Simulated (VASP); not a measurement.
Wanted: the native input for a VASP 6.6.1 run.

| Item | Value |
| --- | --- |
| Task | single point |
| Functional | PBE |
| Potentials or basis | VASP PAW PBE potentials, release 64 (Mg, Cd, S) |
| Cutoff | 520 eV |
| k mesh | 12 × 12 × 4 |
| Occupations | gaussian, width 0.02 eV |
| Spin | no spin polarisation |
| Dipole correction | no |
| Further INCAR settings | ALGO = Normal; EDIFF = 1e-07; NBANDS = 31 |

The structure of MgCd2S3 lies in POSCAR:

```
MgCd2S3
1.0
    3.8265591420      0.0000000000      0.0000000000
   -1.9132795710      3.3138974260      0.0000000000
    0.0000000000      0.0000000000      9.3808635501
Mg Cd S
1 2 3
Direct
    0.0000000000      0.0000000000      0.0000000000
    0.3333333333      0.6666666667      0.3288206439
    0.6666666667      0.3333333333      0.6711793561
    0.0000000000      0.0000000000      0.5000000000
    0.6666666667      0.3333333333      0.1558803438
    0.3333333333      0.6666666667      0.8441196562
```

The input as run:

INCAR

```
PREC = Accurate
ENCUT = 520
EDIFF = 1E-7
ISMEAR = 0
SIGMA = 0.02
LREAL = False
LASPH = True
NELM = 80
ALGO = Normal
ISIF = 2
LWAVE = False
LCHARG = False
GGA = PE
NBANDS = 31
```

KPOINTS

```
Automatic mesh
0
Gamma
  12 12 4
```

Potentials or basis: VASP PAW PBE potentials, release 64 (Mg, Cd, S).

The run is started by

```console
$ cat potpaw_PBE.64/Mg/POTCAR potpaw_PBE.64/Cd/POTCAR potpaw_PBE.64/S/POTCAR > POTCAR
$ mpirun -np 1 vasp_std > vasp.out
```

Results of the run:

| Property | Result |
| --- | --- |
| Pressure | 0.2 GPa |
| Largest force | 0.047 eV/Å |
| Band gap on the k mesh | 0.91 eV (least direct gap 1.45 eV) |

It took 2.5 min on 1 thread of AMD EPYC 9R45 96-Core Processor (Zen 5) (shared host), peak memory 0.34 GiB.
